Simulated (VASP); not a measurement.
# TaN (I4mm) in VASP: single point with PBE

Aim: the single point of TaN with PBE.

All numbers are computed with VASP 6.6.1; they aren't measurements. Logs are shortened: lines on timing, memory, paths and dates and some standing lists are left out, and cuts for length are marked.

**1. The cell of the first run**

The structure is tetragonal, space group I4mm (No. 107). Conventional cell: a = 3.123 Å, b = 3.123 Å, c = 4.417 Å, α = 90.00°, β = 90.00°, γ = 90.00°. Ta (site symmetry 4mm) has 6 N at 2.13 to 2.28 Å within 2.8 Å. N (site symmetry 4mm) has 6 Ta at 2.13 to 2.28 Å within 2.8 Å.

**2. Single point, PBE (all Ta atoms moved +0.075 Å, as atom 1 along Cartesian [0 0 1])**

The input, INCAR:

```
ALGO = Normal ; EDIFF = 1E-7
ENCUT = 520 ; GGA = PE
ISIF = 2 ; ISMEAR = 0
LASPH = T ; LCHARG = F
LREAL = F ; LWAVE = F
NBANDS = 15 ; NELM = 60
PREC = Accurate ; SIGMA = 0.15
```

The input, KPOINTS:

```
k-points
0
Gamma
  24 24 24
```

The input, POSCAR:

```
TaN
1.0
    0.0000000000      2.2086347786      2.2086347786
    2.2086347786      0.0000000000      2.2086347786
    2.2086347786      2.2086347786      0.0000000000
Ta N
1 1
Direct
    0.5169788144      0.5169788144      0.4830211856
    0.0000000000      0.0000000000      0.0000000000
```

Potentials or basis: VASP PAW PBE potentials, release 64 (Ta_pv, N).

Launch:

```bash
> cat potpaw_PBE.64/Ta_pv/POTCAR potpaw_PBE.64/N/POTCAR > POTCAR
> mpirun -np 1 vasp_std > vasp.out
```

OUTCAR:

```text
EDIFF = 1E-7
   ENCUT = 520
   GGA = PE
   ISIF = 2
   ISMEAR = 0
   LASPH = T
   LREAL = F
   NELM = 60
   PREC = Accurate

 ion  position               nearest neighbor table
   1  0.517  0.517  0.483-   2 2.13   2 2.21   2 2.21   2 2.21   2 2.21   2 2.28
   2  0.000  0.000  0.000-   1 2.13   1 2.21   1 2.21   1 2.21   1 2.21   1 2.28

  LATTYP: Found a face centered cubic cell.
 ALAT       =     4.4172695572

  Lattice vectors:

 A1 = (   0.0000000000,   2.2086347786,   2.2086347786)
 A2 = (   2.2086347786,   0.0000000000,   2.2086347786)
 A3 = (   2.2086347786,   2.2086347786,   0.0000000000)

Analysis of symmetry for initial positions (statically):
=====================================================================
 Subroutine PRICEL returns:
 Original cell was already a primitive cell.

 Routine SETGRP: Setting up the symmetry group for a
 face centered cubic supercell.

 Subroutine GETGRP returns: Found  8 space group operations
 (whereof  8 operations were pure point group operations)
 out of a pool of 48 trial point group operations.

The static configuration has the point symmetry C_4v.

Analysis of symmetry for dynamics (positions and initial velocities):
=====================================================================
 Subroutine PRICEL returns:
 Original cell was already a primitive cell.

 Routine SETGRP: Setting up the symmetry group for a
 face centered cubic supercell.

 Subroutine GETGRP returns: Found  8 space group operations
 (whereof  8 operations were pure point group operations)
 out of a pool of 48 trial point group operations.

The dynamic configuration has the point symmetry C_4v.

 Subroutine INISYM returns: Found  8 space group operations
 (whereof  8 operations are pure point group operations),
 and found     1 'primitive' translations

----------------------------------------------------------------------------------------

                                     Primitive cell

  volume of cell :      21.5477

  direct lattice vectors                    reciprocal lattice vectors
     0.000000000  2.208634779  2.208634779    -0.226384192  0.226384192  0.226384192
     2.208634779  0.000000000  2.208634779     0.226384192 -0.226384192  0.226384192
     2.208634779  2.208634779  0.000000000     0.226384192  0.226384192 -0.226384192

  length of vectors
     3.123481258  3.123481258  3.123481258     0.392108923  0.392108923  0.392108923

  position of ions in fractional coordinates (direct lattice)
     0.516978814  0.516978814  0.483021186
[... 83 lines left out ...]
   NFREE  =      0    steps in history (QN), initial steepest desc. (CG)
   ISIF   =      2    stress and relaxation
   ISYM   =      2    0-nonsym 1-usesym 2-fastsym
   POTIM  = 0.5000    time-step for ionic-motion
   TEBEG  =    0.0;   TEEND  =   0.0 temperature during run
   PSTRESS=    0.0 pullay stress
   NELECT =      16.0000    total number of electrons
   NUPDOWN=      -1.0000    fix difference up-down
   EMIN   =  10.00;   EMAX   =-10.00  energy-range for DOS
   EFERMI =   0.00;   METHOD = LEGACY
   ISMEAR =     0;   SIGMA  =   0.15  broadening in eV -4-tet -1-fermi 0-gaus
   EFERMI_NEDOS =   21; number of points for ismear=-14 and -15
   IALGO  =     38    algorithm
   IMIX   =      4    mixing-type and parameters
     AMIX     =   0.40;   BMIX     =  1.00
     AMIX_MAG =   1.60;   BMIX_MAG =  1.00
  volume/ion in A,a.u.               =      10.77        72.71
  Fermi-wavevector in a.u.,A,eV,Ry     =   1.482453  2.801430 29.901072  2.197667
  Thomas-Fermi vector in A             =   2.596237
   LORBIT       =      0    0 simple, 1 ext, 2 COOP (PROOUT), +10 PAW based schemes
   GGA     = PE    functional components
   LHFCALC =     F    Hartree Fock is set to
   AEXX    =    0.0000 exact exchange contribution
   IVDW    =     0    specifies the selected vdW correction
   LEPSILON=     F    determine dielectric tensor
   LRPA    =     F    only Hartree local field effects (RPA)
 non-spin polarized calculation
 Gauss-broadening in eV      SIGMA  =   0.15
  energy-cutoff  :      520.00
  volume of cell :       21.55
 maximum number of plane-waves:       604
   NGX = 11   NGY = 11   NGZ = 11

 number of electron      16.0000002 magnetization

 Free energy of the ion-electron system (eV)
  ---------------------------------------------------
  ext. energy  EPLUGINS =         0.00000000
  ---------------------------------------------------
  free energy    TOTEN  =       -21.81117566 eV

  energy without entropy =      -21.80075367  energy(sigma->0) =      -21.80596466

 E-fermi :   9.3800     XC(G=0): -13.3614

 val. band max:        9.3771370907   @ k =   0.0833  -0.3333   0.2083
 cond. band min:       9.3831005940   @ k =   0.1250   0.0417  -0.1250
 fundamental gap:      0.0059635033
 Fermi energy:         9.3800064760

 k-point     1 :       0.0000    0.0000    0.0000
  band No.  band energies     occupation
      1     -26.4018      2.00000
      2     -26.3976      2.00000
      3     -26.3976      2.00000
      4      -9.3578      2.00000
      5       5.4569      2.00000
      6       5.4569      2.00000
      7       5.4781      2.00000
      8       7.3332      2.00000
      9       7.4962      2.00000
     10       7.4962      2.00000
     11       9.4643      0.42701
     12       9.6375      0.01522
     13      10.7867      0.00000
     14      18.7797      0.00000
[... 401 lines left out ...]
      2     -26.4474      2.00000
      3     -26.4337      2.00000
      4      -8.1728      2.00000
      5       1.9265      2.00000
      6       3.2393      2.00000
      7       3.4528      2.00000
      8       8.1542      2.00000
      9       9.0066      1.99957
     10       9.1773      1.94406
     11      12.5435      0.00000
     12      12.9741      0.00000
     13      14.0393      0.00000
     14      21.6473      0.00000
     15      21.7625      0.00000

 [... further k-points ...]
[... 5 lines left out ...]
  --------------------------------------------------------------------------------------
  -------------------------------------------------------------------------------------
  Total        0.1035362      0.1035362      0.4647319      0.0000000     -0.0000000      0.0000000
  in kB        7.6984134      7.6984134     34.5550329      0.0000000     -0.0000000      0.0000000
  external PRESSURE =      16.6506199 kB  Pullay stress =       0.0000000 kB

 VOLUME and BASIS-vectors are now :
 -----------------------------------------------------------------------------
  energy-cutoff  :      520.00
  volume of cell :       21.55
      direct lattice vectors                 reciprocal lattice vectors
     0.000000000  2.208634779  2.208634779    -0.226384192  0.226384192  0.226384192
     2.208634779  0.000000000  2.208634779     0.226384192 -0.226384192  0.226384192
     2.208634779  2.208634779  0.000000000     0.226384192  0.226384192 -0.226384192

 POSITION                                       TOTAL-FORCE (eV/Angst)
 -----------------------------------------------------------------------------------
      2.20863      2.20863      2.28363         0.000000      0.000000     -0.560158
      0.00000      0.00000      0.00000         0.000000      0.000000      0.560158
 -----------------------------------------------------------------------------------
    total drift:                                0.000000      0.000000      0.000093

  FREE ENERGIE OF THE ION-ELECTRON SYSTEM (eV)
  ---------------------------------------------------
  free  energy   TOTEN  =       -21.8111756581 eV

  energy  without entropy=      -21.8007536665  energy(sigma->0) =      -21.80596466
```

stdout:

```text
POSCAR found type information on POSCAR TaN
 POSCAR found :  2 types and       2 ions
 scaLAPACK will be used
 LDA part: xc-table for (Slater+PW92), standard interpolation
 POSCAR, INCAR and KPOINTS ok, starting setup
 FFT: planning ... GRIDC
 FFT: planning ... GRID_SOFT
 FFT: planning ... GRID
 WAVECAR not read
 entering main loop
```

Run time: 10 min. Hardware: 1 thread of AMD EPYC 7R13, shared host; peak memory 0.41 GiB.

What came out:

```yaml
Free_energy: -21.8112 eV
Pressure: 1.7 GPa
Largest_force: 0.560 eV/Å
Band_gap_on_the_k_mesh: zero (band 8 reaches 11.23 eV, above the bottom of band 9 at 7.50 eV)
```

Forces in eV/Å, atoms in the order of the input:
```
Ta   0.000  0.000 -0.560
N    0.000  0.000  0.560
```

Stress tensor (GPa, compression positive):
```
0.77 0.00 0.00
0.00 0.77 0.00
0.00 0.00 3.46
```

Caveat: the cell differs from its parent crystal (all Ta atoms moved +0.075 Å, as atom 1 along Cartesian [0 0 1]); spin-orbit coupling is left out, which moves the levels of the heavy elements.
